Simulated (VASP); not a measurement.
Crystal: HgTe.

```xyz
2
Lattice="0.0000 3.1800 3.1800 3.1800 0.0000 3.1800 3.1800 3.1800 0.0000" Properties=species:S:1:pos:R:3 pbc="T T T"
Hg    0.0000    0.0000    0.0000
Te    3.1800    3.1800    3.1800
```

| Item | Value |
| --- | --- |
| Program | VASP 6.6.1 |
| Task | relaxation of cell and atoms |
| Functional | PBE |
| Potentials or basis | VASP PAW PBE potentials, release 64 (Hg, Te) |
| Cutoff | 500 eV |
| k mesh | 6 × 6 × 6 |
| Occupations | gaussian, width 0.1 eV |
| Spin | no spin polarisation |

At the start: pressure -3.7 GPa; volume 32.16 Å³/atom.

**Question.** Where does the relaxation end?

**Answer.** Over 3 steps the energy falls by 42.0 meV/atom and the volume is 28.94 Å³/atom (-10.0 %); space group Fm-3m (No. 225, to 0.05 Å).

The path:
```
step  energy change (eV)  largest force (eV/Å)  pressure (GPa)  volume (Å³)
   1              0.0000                0.0000           -3.73        64.31
   2             -0.0839                0.0000            0.25        57.60
   3             -0.0841                0.0000            0.00        57.89
```

Final structure:
```
Hg Te
1.0
     0.00000    3.07037    3.07037
     3.07037    0.00000    3.07037
     3.07037    3.07037    0.00000
Hg Te
1 1
Direct
  0.00000 0.00000 0.00000
  0.50000 0.50000 0.50000
```
